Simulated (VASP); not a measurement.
# LaMg in VASP: a series of runs

The runs below take LaMg through single point, with PBEsol.

All numbers are computed with VASP 6.6.1; they aren't measurements. Logs are shortened: lines on timing, memory, paths and dates and some standing lists are left out, and cuts for length are marked.

### Step 1. The cell of the first run

The cell holds a slab with vacuum, 8 atoms: a = 3.906 Å, b = 5.523 Å, c = 23.285 Å, α = 90.00°, β = 90.00°, γ = 90.00°.

### Step 2. Single point, PBEsol

The input, INCAR:

```
PREC = Accurate
ENCUT = 520
EDIFF = 1E-6
ISMEAR = 1
SIGMA = 0.2
LREAL = False
LASPH = True
NELM = 60
ALGO = Normal
ISIF = 2
LWAVE = False
LCHARG = False
LDIPOL = True
IDIPOL = 3
DIPOL = 0.5 0.5 0.500
GGA = PS
NBANDS = 36
```

The input, KPOINTS:

```
regular mesh
0
Gamma
  9 6 1
```

The input, POSCAR:

```
LaMg
1.0
    3.9055988220      0.0000000000      0.0000000000
    0.0000000000      5.5233508233      0.0000000000
    0.0000000000      0.0000000000     23.2850262350
La Mg
4 4
Direct
    0.0000000000      0.5000000000      0.3220954069
    0.0000000000      0.0000000000      0.4406984690
    0.0000000000      0.5000000000      0.5593015310
    0.0000000000      0.0000000000      0.6779045931
    0.5000000000      0.0000000000      0.3220954069
    0.5000000000      0.5000000000      0.4406984690
    0.5000000000      0.0000000000      0.5593015310
    0.5000000000      0.5000000000      0.6779045931
```

Potentials or basis: VASP PAW PBE potentials, release 64 (La, Mg).

Run with:

```console
$ cat potpaw_PBE.64/La/POTCAR potpaw_PBE.64/Mg/POTCAR > POTCAR
$ mpirun -np 1 vasp_std > vasp.out
```

OUTCAR:

```text
PREC = Accurate
   ENCUT = 520
   EDIFF = 1E-6
   ISMEAR = 1
   LREAL = False
   LASPH = True
   NELM = 60
   ISIF = 2
   GGA = PS

 ion  position               nearest neighbor table
   1  0.000  0.500  0.322-   5 3.38   5 3.38   5 3.38   5 3.38   6 3.38   6 3.38
   2  0.000  0.000  0.441-   7 3.38   7 3.38   6 3.38   6 3.38   6 3.38   6 3.38   5 3.38   5 3.38

   3  0.000  0.500  0.559-   6 3.38   6 3.38   7 3.38   7 3.38   7 3.38   7 3.38   8 3.38   8 3.38

   4  0.000  0.000  0.678-   8 3.38   8 3.38   8 3.38   8 3.38   7 3.38   7 3.38
   5  0.500  0.000  0.322-   1 3.38   1 3.38   1 3.38   1 3.38   2 3.38   2 3.38
   6  0.500  0.500  0.441-   3 3.38   3 3.38   2 3.38   2 3.38   2 3.38   2 3.38   1 3.38   1 3.38

   7  0.500  0.000  0.559-   2 3.38   2 3.38   3 3.38   3 3.38   3 3.38   3 3.38   4 3.38   4 3.38

   8  0.500  0.500  0.678-   4 3.38   4 3.38   4 3.38   4 3.38   3 3.38   3 3.38

  LATTYP: Found a simple orthorhombic cell.
 ALAT       =     3.9055988220
 B/A-ratio  =     1.4142135624
 C/A-ratio  =     5.9619605843

  Lattice vectors:

 A1 = (   3.9055988220,   0.0000000000,   0.0000000000)
 A2 = (   0.0000000000,   5.5233508233,   0.0000000000)
 A3 = (   0.0000000000,   0.0000000000,  23.2850262350)

Analysis of symmetry for initial positions (statically):
=====================================================================
 Subroutine PRICEL returns:
 Original cell was already a primitive cell.

 Routine SETGRP: Setting up the symmetry group for a
 simple orthorhombic supercell.

 Subroutine GETGRP returns: Found  8 space group operations
 (whereof  4 operations were pure point group operations)
 out of a pool of  8 trial point group operations.

The static configuration has the point symmetry C_2v.
 The point group associated with its full space group is D_2h.

Analysis of symmetry for dynamics (positions and initial velocities):
=====================================================================
 Subroutine PRICEL returns:
 Original cell was already a primitive cell.

 Routine SETGRP: Setting up the symmetry group for a
 simple orthorhombic supercell.

 Subroutine GETGRP returns: Found  8 space group operations
 (whereof  4 operations were pure point group operations)
 out of a pool of  8 trial point group operations.

The dynamic configuration has the point symmetry C_2v.
 The point group associated with its full space group is D_2h.

 Subroutine INISYM returns: Found  8 space group operations
 (whereof  4 operations are pure point group operations),
 and found     1 'primitive' translations

----------------------------------------------------------------------------------------

                                     Primitive cell

  volume of cell :     502.3044

  direct lattice vectors                    reciprocal lattice vectors
     3.905598822  0.000000000  0.000000000     0.256042683  0.000000000  0.000000000
     0.000000000  5.523350823  0.000000000     0.000000000  0.181049517  0.000000000
     0.000000000  0.000000000 23.285026235     0.000000000  0.000000000  0.042946054

  length of vectors
     3.905598822  5.523350823 23.285026235     0.256042683  0.181049517  0.042946054

  position of ions in fractional coordinates (direct lattice)
     0.000000000  0.500000000  0.322095407
     0.000000000  0.000000000  0.440698469
     0.000000000  0.500000000  0.559301531
     0.000000000  0.000000000  0.677904593
     0.500000000  0.000000000  0.322095407
     0.500000000  0.500000000  0.440698469
     0.500000000  0.000000000  0.559301531
     0.500000000  0.500000000  0.677904593

  ion indices of the primitive-cell ions
   primitive index   ion index
                 1           1
                 2           2
                 3           3
                 4           4
                 5           5
                 6           6
                 7           7
                 8           8

----------------------------------------------------------------------------------------

 KPOINTS: regular mesh

Automatic generation of k-mesh.
 Grid dimensions read from file:
 generate k-points for:    9    6    1

 Generating k-lattice:

  Cartesian coordinates                     Fractional coordinates (reciprocal lattice)
     0.028449187  0.000000000  0.000000000     0.111111111  0.000000000  0.000000000
     0.000000000  0.030174920  0.000000000     0.000000000  0.166666667  0.000000000
     0.000000000  0.000000000  0.042946054     0.000000000  0.000000000  1.000000000

  Length of vectors
     0.028449187  0.030174920  0.042946054

  Shift w.r.t. Gamma in fractional coordinates (k-lattice)
     0.000000000  0.000000000  0.000000000

 Subroutine IBZKPT returns following result:
 ===========================================

 Found     20 irreducible k-points:

 Following reciprocal coordinates:
            Coordinates               Weight
  0.000000  0.000000  0.000000      1.000000
  0.111111  0.000000  0.000000      2.000000
  0.222222  0.000000  0.000000      2.000000
  0.333333  0.000000  0.000000      2.000000
  0.444444  0.000000  0.000000      2.000000
  0.000000  0.166667  0.000000      2.000000
[... 12 lines left out ...]
  0.333333  0.500000  0.000000      2.000000
  0.444444  0.500000  0.000000      2.000000
   k-points           NKPTS =     20   k-points in BZ     NKDIM =     20   number of bands    NBANDS=     36
   number of dos      NEDOS =    301   number of ions     NIONS =      8
   total plane-waves  NPLWV = 226800
   dimension x,y,z NGX =    30 NGY =   42 NGZ =  180
   dimension x,y,z NGXF=    60 NGYF=   84 NGZF=  360
   ions per type =               4   4
   NGX,Y,Z   is equivalent  to a cutoff of  12.77, 12.64, 12.85 a.u.
   NGXF,Y,Z  is equivalent  to a cutoff of  25.54, 25.28, 25.70 a.u.
 SYSTEM =  unknown system
   PREC   = accura    normal or accurate (medium, high low for compatibility)
   ISTART =      0    job   : 0-new  1-cont  2-samecut
   ICHARG =      2    charge: 1-file 2-atom 10-const
   ISPIN  =      1    spin polarized calculation?
   LNONCOLLINEAR =      F non collinear calculations
   LSORBIT =      F    spin-orbit coupling
   LASPH  =      T    aspherical Exc in radial PAW
   ENCUT  =  520.0 eV  38.22 Ry    6.18 a.u.   7.26 10.27 43.29*2*pi/ulx,y,z
   NELM   =     60;   NELMIN=  2; NELMDL= -5     # of ELM steps
   EDIFF  = 0.1E-05   stopping-criterion for ELM
   LREAL  =      F    real-space projection
   EDIFFG = 0.1E-04   stopping-criterion for IOM
   NSW    =      0    number of steps for IOM
   IBRION =     -1    ionic relax: 0-MD 1-quasi-New 2-CG
   NFREE  =      0    steps in history (QN), initial steepest desc. (CG)
   ISIF   =      2    stress and relaxation
   ISYM   =      2    0-nonsym 1-usesym 2-fastsym
   POTIM  = 0.5000    time-step for ionic-motion
   TEBEG  =    0.0;   TEEND  =   0.0 temperature during run
   PSTRESS=    0.0 pullay stress
   NELECT =      52.0000    total number of electrons
   NUPDOWN=      -1.0000    fix difference up-down
   EMIN   =  10.00;   EMAX   =-10.00  energy-range for DOS
   EFERMI =   0.00;   METHOD = LEGACY
   ISMEAR =     1;   SIGMA  =   0.20  broadening in eV -4-tet -1-fermi 0-gaus
   EFERMI_NEDOS =   21; number of points for ismear=-14 and -15
   IALGO  =     38    algorithm
   IMIX   =      4    mixing-type and parameters
     AMIX     =   0.40;   BMIX     =  1.00
     AMIX_MAG =   1.60;   BMIX_MAG =  1.00
  volume/ion in A,a.u.               =      62.79       423.71
  Fermi-wavevector in a.u.,A,eV,Ry     =   0.768694  1.452621  8.039557  0.590891
  Thomas-Fermi vector in A             =   1.869523
   LORBIT       =      0    0 simple, 1 ext, 2 COOP (PROOUT), +10 PAW based schemes
   GGA     = PS    functional components
   LHFCALC =     F    Hartree Fock is set to
   AEXX    =    0.0000 exact exchange contribution
   IVDW    =     0    specifies the selected vdW correction
   LEPSILON=     F    determine dielectric tensor
   LRPA    =     F    only Hartree local field effects (RPA)
 non-spin polarized calculation
 Methfessel and Paxton  Order N= 1 SIGMA  =   0.20
  energy-cutoff  :      520.00
  volume of cell :      502.30
 maximum number of plane-waves:     13558
 NGX is ok and might be reduce to    30
   NGX = 15   NGY = 21   NGZ = 87

 number of electron      52.0000003 magnetization

 dipolmoment           0.000000      0.000000      0.000000 electrons x Angstroem

 Free energy of the ion-electron system (eV)
  ---------------------------------------------------
  ext. energy  EPLUGINS =         0.00000000
  ---------------------------------------------------
  free energy    TOTEN  =       -26.59474300 eV

  energy without entropy =      -26.60602269  energy(sigma->0) =      -26.59850289

 E-fermi :   1.1174     XC(G=0):  -5.1715

 val. band max:        1.1041659000   @ k =   0.3333   0.0000   0.0000
 cond. band min:       1.1187732131   @ k =   0.2222   0.0000   0.0000
 fundamental gap:      0.0146073132
 Fermi energy:         1.1173777518

 k-point     1 :       0.0000    0.0000    0.0000
  band No.  band energies     occupation
      1     -32.1506      2.00000
      2     -32.1506      2.00000
      3     -31.6404      2.00000
      4     -31.5994      2.00000
      5     -15.9140      2.00000
      6     -15.9085      2.00000
[... 28 lines left out ...]
     35       2.4286     -0.00000
     36       2.5240     -0.00000

 k-point     2 :       0.1111    0.0000    0.0000
  band No.  band energies     occupation
      1     -32.1461      2.00000
      2     -32.1460      2.00000
      3     -31.6356      2.00000
      4     -31.5947      2.00000
      5     -15.9065      2.00000
      6     -15.9011      2.00000
[... 28 lines left out ...]
     35       2.3672     -0.00000
     36       2.4479     -0.00000

 k-point     3 :       0.2222    0.0000    0.0000
  band No.  band energies     occupation
      1     -32.1345      2.00000
      2     -32.1344      2.00000
      3     -31.6234      2.00000
      4     -31.5828      2.00000
      5     -15.8876      2.00000
      6     -15.8821      2.00000
[... 28 lines left out ...]
     35       2.3141     -0.00000
     36       2.3925     -0.00000

 k-point     4 :       0.3333    0.0000    0.0000
  band No.  band energies     occupation
      1     -32.1213      2.00000
      2     -32.1212      2.00000
      3     -31.6094      2.00000
      4     -31.5693      2.00000
      5     -15.8856      2.00000
      6     -15.8845      2.00000
[... 28 lines left out ...]
     35       2.3597     -0.00000
     36       2.3624     -0.00000

 k-point     5 :       0.4444    0.0000    0.0000
  band No.  band energies     occupation
      1     -32.1126      2.00000
      2     -32.1125      2.00000
      3     -31.6002      2.00000
      4     -31.5604      2.00000
      5     -15.9949      2.00000
      6     -15.9938      2.00000
[... 499 lines left out ...]
 k-point    18 :       0.2222    0.5000    0.0000
  band No.  band energies     occupation
      1     -32.1334      2.00000
      2     -32.1334      2.00000
      3     -31.6035      2.00000
      4     -31.6035      2.00000
      5     -15.9037      2.00000
      6     -15.9037      2.00000
[... 28 lines left out ...]
     35       2.3034     -0.00000
     36       2.3163     -0.00000

 k-point    19 :       0.3333    0.5000    0.0000
  band No.  band energies     occupation
      1     -32.1202      2.00000
      2     -32.1202      2.00000
      3     -31.5898      2.00000
      4     -31.5898      2.00000
      5     -15.8830      2.00000
      6     -15.8830      2.00000
[... 28 lines left out ...]
     35       2.4307     -0.00000
     36       2.4533     -0.00000

 k-point    20 :       0.4444    0.5000    0.0000
  band No.  band energies     occupation
      1     -32.1116      2.00000
      2     -32.1116      2.00000
      3     -31.5808      2.00000
      4     -31.5808      2.00000
      5     -15.9862      2.00000
      6     -15.9862      2.00000
[... 28 lines left out ...]
     35       2.4052     -0.00000
     36       2.4094     -0.00000

------------------------ aborting loop because EDIFF is reached ----------------------------------------

 vacuum level on the upper side and lower side of the slab       (xc-potential included)        -0.232        -0.232

  FORCE on cell =-STRESS in cart. coord.  units (eV):
  Direction    XX          YY          ZZ          XY          YZ          ZX
  --------------------------------------------------------------------------------------
  -------------------------------------------------------------------------------------
  Total       -2.2032799     -0.2257153     -1.6122968      0.0000000      0.0000000      0.0000000
  in kB       -7.0277009     -0.7199538     -5.1426692      0.0000000      0.0000000      0.0000000
  external PRESSURE =      -4.2967746 kB  Pullay stress =       0.0000000 kB

 VOLUME and BASIS-vectors are now :
 -----------------------------------------------------------------------------
  energy-cutoff  :      520.00
  volume of cell :      502.30
      direct lattice vectors                 reciprocal lattice vectors
     3.905598822  0.000000000  0.000000000     0.256042683  0.000000000  0.000000000
     0.000000000  5.523350823  0.000000000     0.000000000  0.181049517  0.000000000
     0.000000000  0.000000000 23.285026235     0.000000000  0.000000000  0.042946054

 POSITION                                       TOTAL-FORCE (eV/Angst)
 -----------------------------------------------------------------------------------
      0.00000      2.76168      7.50000         0.000000      0.000000      0.168969
      0.00000      0.00000     10.26168         0.000000      0.000000      0.142975
      0.00000      2.76168     13.02335         0.000000      0.000000     -0.142975
      0.00000      0.00000     15.78503         0.000000      0.000000     -0.168969
      1.95280      0.00000      7.50000         0.000000      0.000000     -0.004810
      1.95280      2.76168     10.26168         0.000000      0.000000     -0.054803
      1.95280      0.00000     13.02335         0.000000      0.000000      0.054803
      1.95280      2.76168     15.78503         0.000000      0.000000      0.004810
 -----------------------------------------------------------------------------------
    total drift:                                0.000000      0.000000      0.000000

  FREE ENERGIE OF THE ION-ELECTRON SYSTEM (eV)
  ---------------------------------------------------
  free  energy   TOTEN  =       -26.5947429955 eV

  energy  without entropy=      -26.6060226933  energy(sigma->0) =      -26.59850289

 vacuum level on the upper side and lower side of the slab         4.190         4.190
```

It took 18 min on 1 thread of Intel Xeon Platinum 8488C (Sapphire Rapids), shared host; peak memory 0.7 GiB.

Results:

| Item | Value |
| --- | --- |
| Free energy | -26.5947 eV |
| Largest force | 0.169 eV/Å |
| Band gap on the k mesh | zero (bands 26 and 27 overlap by 0.44 eV) |

Forces in eV/Å, atoms in the order of the input:
```
La   0.000  0.000  0.169
La   0.000  0.000  0.143
La   0.000  0.000 -0.143
La   0.000  0.000 -0.169
Mg   0.000  0.000 -0.005
Mg   0.000  0.000 -0.055
Mg   0.000  0.000  0.055
Mg   0.000  0.000  0.005
```

Levels at points of the mesh, in eV from the Fermi level:
```
           k point  band 23  band 24  band 25  band 26  band 27  band 28  band 29  band 30
(0.00, 0.00, 0.00)    -0.57    -0.48    -0.47    -0.04     0.36     0.52     0.62     0.82
(0.00, 0.50, 0.00)    -0.94    -0.94    -0.05    -0.05     0.13     0.13     0.95     0.95
```

Caveat: the PAW data sets were made with another functional, which shifts forces and pressure a little; spin-orbit coupling is left out, which moves the levels of the heavy elements.

[end of part 1 of 2]
